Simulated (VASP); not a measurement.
# Pd4Pt (P4/mmm) in VASP: notebook

Runs on Pd4Pt. Level: PBE. Tasks: single point.

All numbers are computed with VASP 6.6.1; they aren't measurements. Logs are shortened: lines on timing, memory, paths and dates and some standing lists are left out, and cuts for length are marked.

**1. The cell of the first run**

The structure is tetragonal, space group P4/mmm (No. 123). Conventional cell: a = 4.906 Å, b = 4.906 Å, c = 5.110 Å, α = 90.00°, β = 90.00°, γ = 90.00°. Pd (site symmetry mmm) has 2 Pt at 2.45 Å and 4 Pd at 2.78 Å within 3.2 Å. Within 3.3 Å of Pd (site symmetry 4mm) lie 6 Pd at 2.51 to 2.78 Å. Within 3.2 Å of Pt (site symmetry 4/mmm) lie 4 Pd at 2.45 Å.

The cell was generated, and may not be a known phase.

**2. Single point, PBE**

File INCAR:

```
PREC = Accurate
ENCUT = 520
EDIFF = 1E-6
ISMEAR = 0
SIGMA = 0.2
LREAL = False
LASPH = True
NELM = 60
ALGO = Fast
ISIF = 2
LWAVE = False
LCHARG = False
GGA = PE
NBANDS = 33
```

File KPOINTS:

```
regular mesh
0
Gamma
  4 4 3
```

File POSCAR:

```
Pd4Pt
1.0
    4.9061594644      0.0000000000      0.0000000000
    0.0000000000      4.9061594644      0.0000000000
    0.0000000000      0.0000000000      5.1101681717
Pd Pt
4 1
Direct
    0.0000000000      0.5000000000      0.5000000000
    0.5000000000      0.0000000000      0.5000000000
    0.0000000000      0.0000000000      0.7539843481
    0.0000000000      0.0000000000      0.2460156519
    0.5000000000      0.5000000000      0.5000000000
```

Potentials or basis: VASP PAW PBE potentials, release 64 (Pd, Pt).

Run with:

```bash
$ cat potpaw_PBE.64/Pd/POTCAR potpaw_PBE.64/Pt/POTCAR > POTCAR
$ mpirun -np 1 vasp_std > vasp.out
```

OUTCAR:

```text
PREC = Accurate
   ENCUT = 520
   EDIFF = 1E-6
   ISMEAR = 0
   LREAL = False
   LASPH = True
   NELM = 60
   ISIF = 2
   GGA = PE

 ion  position               nearest neighbor table
   1  0.000  0.500  0.500-   5 2.45   5 2.45   3 2.78   3 2.78   4 2.78   4 2.78
   2  0.500  0.000  0.500-   5 2.45   5 2.45   3 2.78   4 2.78   3 2.78   4 2.78
   3  0.000  0.000  0.754-   4 2.51   4 2.60   1 2.78   2 2.78   1 2.78   2 2.78
   4  0.000  0.000  0.246-   3 2.51   3 2.60   2 2.78   1 2.78   1 2.78   2 2.78
   5  0.500  0.500  0.500-   1 2.45   2 2.45   2 2.45   1 2.45

  LATTYP: Found a simple tetragonal cell.
 ALAT       =     4.9061594644
 C/A-ratio  =     1.0415821599

  Lattice vectors:

 A1 = (   4.9061594644,   0.0000000000,   0.0000000000)
 A2 = (   0.0000000000,   4.9061594644,   0.0000000000)
 A3 = (   0.0000000000,   0.0000000000,   5.1101681717)

Analysis of symmetry for initial positions (statically):
=====================================================================
 Subroutine PRICEL returns:
 Original cell was already a primitive cell.

 Routine SETGRP: Setting up the symmetry group for a
 simple tetragonal supercell.

 Subroutine GETGRP returns: Found 16 space group operations
 (whereof 16 operations were pure point group operations)
 out of a pool of 16 trial point group operations.

The static configuration has the point symmetry D_4h.

Analysis of symmetry for dynamics (positions and initial velocities):
=====================================================================
 Subroutine PRICEL returns:
 Original cell was already a primitive cell.

 Routine SETGRP: Setting up the symmetry group for a
 simple tetragonal supercell.

 Subroutine GETGRP returns: Found 16 space group operations
 (whereof 16 operations were pure point group operations)
 out of a pool of 16 trial point group operations.

The dynamic configuration has the point symmetry D_4h.

 Subroutine INISYM returns: Found 16 space group operations
 (whereof 16 operations are pure point group operations),
 and found     1 'primitive' translations

----------------------------------------------------------------------------------------

                                     Primitive cell

  volume of cell :     123.0038

  direct lattice vectors                    reciprocal lattice vectors
     4.906159464  0.000000000  0.000000000     0.203825417  0.000000000  0.000000000
     0.000000000  4.906159464  0.000000000     0.000000000  0.203825417  0.000000000
     0.000000000  0.000000000  5.110168172     0.000000000  0.000000000  0.195688276

  length of vectors
     4.906159464  4.906159464  5.110168172     0.203825417  0.203825417  0.195688276

  position of ions in fractional coordinates (direct lattice)
     0.000000000  0.500000000  0.500000000
     0.500000000  0.000000000  0.500000000
     0.000000000  0.000000000  0.753984348
     0.000000000  0.000000000  0.246015652
     0.500000000  0.500000000  0.500000000

  ion indices of the primitive-cell ions
   primitive index   ion index
                 1           1
                 2           2
                 3           3
                 4           4
                 5           5

----------------------------------------------------------------------------------------

 KPOINTS: regular mesh

Automatic generation of k-mesh.
 Grid dimensions read from file:
 generate k-points for:    4    4    3

 Generating k-lattice:

  Cartesian coordinates                     Fractional coordinates (reciprocal lattice)
     0.050956354  0.000000000  0.000000000     0.250000000  0.000000000  0.000000000
     0.000000000  0.050956354  0.000000000     0.000000000  0.250000000  0.000000000
     0.000000000  0.000000000  0.065229425     0.000000000  0.000000000  0.333333333

  Length of vectors
     0.050956354  0.050956354  0.065229425

  Shift w.r.t. Gamma in fractional coordinates (k-lattice)
     0.000000000  0.000000000  0.000000000

 Subroutine IBZKPT returns following result:
 ===========================================

 Found     12 irreducible k-points:

 Following reciprocal coordinates:
            Coordinates               Weight
  0.000000  0.000000  0.000000      1.000000
  0.250000  0.000000  0.000000      4.000000
  0.500000  0.000000  0.000000      2.000000
  0.250000  0.250000  0.000000      4.000000
  0.500000  0.250000  0.000000      4.000000
  0.500000  0.500000  0.000000      1.000000
  0.000000  0.000000  0.333333      2.000000
  0.250000  0.000000  0.333333      8.000000
  0.500000  0.000000  0.333333      4.000000
  0.250000  0.250000  0.333333      8.000000
  0.500000  0.250000  0.333333      8.000000
  0.500000  0.500000  0.333333      2.000000
   k-points           NKPTS =     12   k-points in BZ     NKDIM =     12   number of bands    NBANDS=     33
   number of dos      NEDOS =    301   number of ions     NIONS =      5
   total plane-waves  NPLWV =  51840
   dimension x,y,z NGX =    36 NGY =   36 NGZ =   40
   dimension x,y,z NGXF=    72 NGYF=   72 NGZF=   80
   ions per type =               4   1
   NGX,Y,Z   is equivalent  to a cutoff of  12.20, 12.20, 13.01 a.u.
   NGXF,Y,Z  is equivalent  to a cutoff of  24.40, 24.40, 26.03 a.u.
 SYSTEM =  unknown system
   PREC   = accura    normal or accurate (medium, high low for compatibility)
   ISTART =      0    job   : 0-new  1-cont  2-samecut
   ICHARG =      2    charge: 1-file 2-atom 10-const
   ISPIN  =      1    spin polarized calculation?
   LNONCOLLINEAR =      F non collinear calculations
   LSORBIT =      F    spin-orbit coupling
   LASPH  =      T    aspherical Exc in radial PAW
   ENCUT  =  520.0 eV  38.22 Ry    6.18 a.u.   9.12  9.12  9.50*2*pi/ulx,y,z
   NELM   =     60;   NELMIN=  2; NELMDL= -5     # of ELM steps
   EDIFF  = 0.1E-05   stopping-criterion for ELM
   LREAL  =      F    real-space projection
   EDIFFG = 0.1E-04   stopping-criterion for IOM
   NSW    =      0    number of steps for IOM
   IBRION =     -1    ionic relax: 0-MD 1-quasi-New 2-CG
   NFREE  =      0    steps in history (QN), initial steepest desc. (CG)
   ISIF   =      2    stress and relaxation
   ISYM   =      2    0-nonsym 1-usesym 2-fastsym
   POTIM  = 0.5000    time-step for ionic-motion
   TEBEG  =    0.0;   TEEND  =   0.0 temperature during run
   PSTRESS=    0.0 pullay stress
   NELECT =      50.0000    total number of electrons
   NUPDOWN=      -1.0000    fix difference up-down
   EMIN   =  10.00;   EMAX   =-10.00  energy-range for DOS
   EFERMI =   0.00;   METHOD = LEGACY
   ISMEAR =     0;   SIGMA  =   0.20  broadening in eV -4-tet -1-fermi 0-gaus
   EFERMI_NEDOS =   21; number of points for ismear=-14 and -15
   IALGO  =     68    algorithm
   IMIX   =      4    mixing-type and parameters
     AMIX     =   0.40;   BMIX     =  1.00
     AMIX_MAG =   1.60;   BMIX_MAG =  1.00
  volume/ion in A,a.u.               =      24.60       166.01
  Fermi-wavevector in a.u.,A,eV,Ry     =   1.212715  2.291699 20.009776  1.470677
  Thomas-Fermi vector in A             =   2.348190
   LORBIT       =      0    0 simple, 1 ext, 2 COOP (PROOUT), +10 PAW based schemes
   GGA     = PE    functional components
   LHFCALC =     F    Hartree Fock is set to
   AEXX    =    0.0000 exact exchange contribution
   IVDW    =     0    specifies the selected vdW correction
   LEPSILON=     F    determine dielectric tensor
   LRPA    =     F    only Hartree local field effects (RPA)
 non-spin polarized calculation
 RMM-DIIS sequential band-by-band and
 Gauss-broadening in eV      SIGMA  =   0.20
  energy-cutoff  :      520.00
  volume of cell :      123.00
 maximum number of plane-waves:      3320
   NGX = 19   NGY = 19   NGZ = 19

 number of electron      50.0000009 magnetization

 Free energy of the ion-electron system (eV)
  ---------------------------------------------------
  ext. energy  EPLUGINS =         0.00000000
  ---------------------------------------------------
  free energy    TOTEN  =       -22.21491023 eV

  energy without entropy =      -22.01745348  energy(sigma->0) =      -22.11618186

 E-fermi :   3.8949     XC(G=0):  -9.7647

 val. band max:        3.8885371485   @ k =   0.2500   0.0000   0.0000
 cond. band min:       3.9050420972   @ k =   0.0000   0.0000   0.3333
 fundamental gap:      0.0165049487
 Fermi energy:         3.8948660618

 k-point     1 :       0.0000    0.0000    0.0000
  band No.  band energies     occupation
      1      -2.2252      2.00000
      2      -1.5772      2.00000
      3      -1.2189      2.00000
      4      -0.9356      2.00000
      5       0.2301      2.00000
      6       0.2301      2.00000
[... 25 lines left out ...]
     32      10.8123      0.00000
     33      11.6850      0.00000

 k-point     2 :       0.2500    0.0000    0.0000
  band No.  band energies     occupation
      1      -1.9042      2.00000
      2      -1.1679      2.00000
      3      -0.9552      2.00000
      4      -0.7399      2.00000
      5       0.2272      2.00000
      6       0.2387      2.00000
[... 25 lines left out ...]
     32      10.6933      0.00000
     33      10.7249      0.00000

 k-point     3 :       0.5000    0.0000    0.0000
  band No.  band energies     occupation
      1      -1.7215      2.00000
      2      -0.7830      2.00000
      3      -0.5630      2.00000
      4      -0.3030      2.00000
      5       0.2238      2.00000
      6       0.5643      2.00000
[... 25 lines left out ...]
     32      10.0345      0.00000
     33      10.3374      0.00000

 k-point     4 :       0.2500    0.2500    0.0000
  band No.  band energies     occupation
      1      -1.3313      2.00000
      2      -0.8760      2.00000
      3      -0.7175      2.00000
      4      -0.6773      2.00000
      5       0.0689      2.00000
      6       0.3186      2.00000
[... 241 lines left out ...]
     32       9.1094      0.00000
     33      12.0882      0.00000

 k-point    11 :       0.5000    0.2500    0.3333
  band No.  band energies     occupation
      1      -0.9483      2.00000
      2      -0.3493      2.00000
      3      -0.1442      2.00000
      4       0.1069      2.00000
      5       0.4587      2.00000
      6       0.5981      2.00000
[... 25 lines left out ...]
     32       9.7465      0.00000
     33      10.7268      0.00000

 k-point    12 :       0.5000    0.5000    0.3333
  band No.  band energies     occupation
      1      -0.2212      2.00000
      2      -0.2212      2.00000
      3       0.3579      2.00000
      4       0.6203      2.00000
      5       0.7432      2.00000
      6       0.8108      2.00000
[... 25 lines left out ...]
     32       8.0341      0.00000
     33       9.3609      0.00000

------------------------ aborting loop because EDIFF is reached ----------------------------------------

  FORCE on cell =-STRESS in cart. coord.  units (eV):
  Direction    XX          YY          ZZ          XY          YZ          ZX
  --------------------------------------------------------------------------------------
  -------------------------------------------------------------------------------------
  Total       -0.2995664     -0.2995664     -0.2183407      0.0000000      0.0000000      0.0000000
  in kB       -3.9019806     -3.9019806     -2.8439817      0.0000000      0.0000000      0.0000000
  external PRESSURE =      -3.5493143 kB  Pullay stress =       0.0000000 kB

 VOLUME and BASIS-vectors are now :
 -----------------------------------------------------------------------------
  energy-cutoff  :      520.00
  volume of cell :      123.00
      direct lattice vectors                 reciprocal lattice vectors
     4.906159464  0.000000000  0.000000000     0.203825417  0.000000000  0.000000000
     0.000000000  4.906159464  0.000000000     0.000000000  0.203825417  0.000000000
     0.000000000  0.000000000  5.110168172     0.000000000  0.000000000  0.195688276

 POSITION                                       TOTAL-FORCE (eV/Angst)
 -----------------------------------------------------------------------------------
      0.00000      2.45308      2.55508         0.000000     -0.000000      0.000000
      2.45308      0.00000      2.55508         0.000000     -0.000000      0.000000
      0.00000      0.00000      3.85299         0.000000      0.000000     -0.011270
      0.00000      0.00000      1.25718        -0.000000     -0.000000      0.011270
      2.45308      2.45308      2.55508         0.000000     -0.000000      0.000000
 -----------------------------------------------------------------------------------
    total drift:                                0.000000      0.000000      0.000000

  FREE ENERGIE OF THE ION-ELECTRON SYSTEM (eV)
  ---------------------------------------------------
  free  energy   TOTEN  =       -22.2149102343 eV

  energy  without entropy=      -22.0174534791  energy(sigma->0) =      -22.11618186
```

It took 55 s on 1 thread of Intel Xeon 8259CL, shared host; peak memory 0.23 GiB.

What came out:

| Property | Result |
| --- | --- |
| Free energy | -22.2149 eV |
| Pressure | -0.4 GPa |
| Largest force | 0.011 eV/Å |
| Band gap on the k mesh | zero (bands 25 and 26 overlap by 0.51 eV) |

Forces on the atoms (eV/Å):
```
Pd   0.000  0.000  0.000
Pd   0.000  0.000  0.000
Pd   0.000  0.000 -0.011
Pd   0.000  0.000  0.011
Pt   0.000  0.000  0.000
```

Levels at points of the mesh, in eV from the Fermi level:
```tsv
k point	band 21	band 22	band 23	band 24	band 25	band 26	band 27	band 28	band 29	band 30
(0.00, 0.00, 0.00)	-0.21	-0.21	0.07	0.07	0.28	1.26	2.00	2.00	3.05	3.65
(0.50, 0.00, 0.00)	-0.91	-0.48	-0.40	-0.39	-0.17	0.02	0.41	3.64	4.25	4.52
(0.50, 0.50, 0.00)	-0.85	-0.48	-0.48	-0.46	-0.29	0.04	0.04	0.15	0.54	4.20
```

Caveat: the k points lie up to 0.41 Å⁻¹ apart, too coarse for converged energies and pressures of a metal; spin-orbit coupling is left out, which moves the levels of the heavy elements.

**3. Single point, PBE**

This run uses another cell than the first one, of 18.62 Å³/atom.

File INCAR:

```
SYSTEM = Pd4Pt
PREC = Accurate
ENCUT = 520
EDIFF = 1E-6
ISMEAR = 0
SIGMA = 0.2
LREAL = .False.
LASPH = .True.
NELM = 60
ALGO = Normal
ISIF = 2
LWAVE = .False.
LCHARG = .False.
GGA = PE
NBANDS = 33
```

File KPOINTS:

```
Automatic mesh
0
Gamma
  4 4 5
  0 0 0
```

File POSCAR:

```
Pd4Pt
1.0
    5.9899593587      0.0000000000      0.0000000000
    0.0000000000      5.9899593587      0.0000000000
    0.0000000000      0.0000000000      2.5946008896
Pd Pt
4 1
Direct
    0.2955423102      0.0000000000      0.0000000000
    0.7044576898      0.0000000000      0.0000000000
    0.0000000000      0.2955423102      0.0000000000
    0.0000000000      0.7044576898      0.0000000000
    0.5000000000      0.5000000000      0.5000000000
```

Potentials or basis: VASP PAW PBE potentials, release 64 (Pd, Pt).

Run with:

```bash
$ cat potpaw_PBE.64/Pd/POTCAR potpaw_PBE.64/Pt/POTCAR > POTCAR
$ mpirun -np 1 vasp_std > vasp.out
```

OUTCAR:

```text
SYSTEM = Pd4Pt
   PREC = Accurate
   ENCUT = 520
   EDIFF = 1E-6
   ISMEAR = 0
   LREAL = .False.
   LASPH = .True.
   NELM = 60
   ISIF = 2
   GGA = PE

 ion  position               nearest neighbor table
   1  0.296  0.000  0.000-   2 2.45   3 2.50   4 2.50
   2  0.704  0.000  0.000-   1 2.45   3 2.50   4 2.50
   3  0.000  0.296  0.000-   4 2.45   2 2.50   1 2.50
   4  0.000  0.704  0.000-   3 2.45   2 2.50   1 2.50
   5  0.500  0.500  0.500-

[... 843 lines left out ...]
  --------------------------------------------------------------------------------------
  -------------------------------------------------------------------------------------
  Total       -0.1912196     -0.1912196     -0.3525935      0.0000000      0.0000000      0.0000000
  in kB       -3.2909764     -3.2909764     -6.0682932      0.0000000      0.0000000      0.0000000
  external PRESSURE =      -4.2167486 kB  Pullay stress =       0.0000000 kB

 VOLUME and BASIS-vectors are now :
 -----------------------------------------------------------------------------
  energy-cutoff  :      520.00
  volume of cell :       93.09
      direct lattice vectors                 reciprocal lattice vectors
     5.989959359  0.000000000  0.000000000     0.166946041  0.000000000  0.000000000
     0.000000000  5.989959359  0.000000000     0.000000000  0.166946041  0.000000000
     0.000000000  0.000000000  2.594600890     0.000000000  0.000000000  0.385415732

 POSITION                                       TOTAL-FORCE (eV/Angst)
 -----------------------------------------------------------------------------------
      1.77029      0.00000      0.00000        -0.000757     -0.000000      0.000000
      4.21967      0.00000      0.00000         0.000757      0.000000      0.000000
      0.00000      1.77029      0.00000         0.000000     -0.000757      0.000000
      0.00000      4.21967      0.00000        -0.000000      0.000757     -0.000000
      2.99498      2.99498      1.29730        -0.000000      0.000000      0.000000
 -----------------------------------------------------------------------------------
    total drift:                                0.000000      0.000000     -0.000000

  FREE ENERGIE OF THE ION-ELECTRON SYSTEM (eV)
  ---------------------------------------------------
  free  energy   TOTEN  =       -23.2330744665 eV

  energy  without entropy=      -23.0481974922  energy(sigma->0) =      -23.14063598
```

Wall time 63 s (1 thread of Intel Xeon 8259CL, shared host); peak memory 0.23 GiB.

What came out:

```yaml
Free_energy: -23.2331 eV
Pressure: -0.4 GPa
Band_gap_on_the_k_mesh: zero (bands 25 and 26 overlap by 1.20 eV)
```

Stress tensor (GPa, compression positive):
```
-0.33  0.00  0.00
 0.00 -0.33  0.00
 0.00  0.00 -0.61
```

Caveat: the k points lie up to 0.48 Å⁻¹ apart, too coarse for converged energies and pressures of a metal; spin-orbit coupling is left out, which moves the levels of the heavy elements.
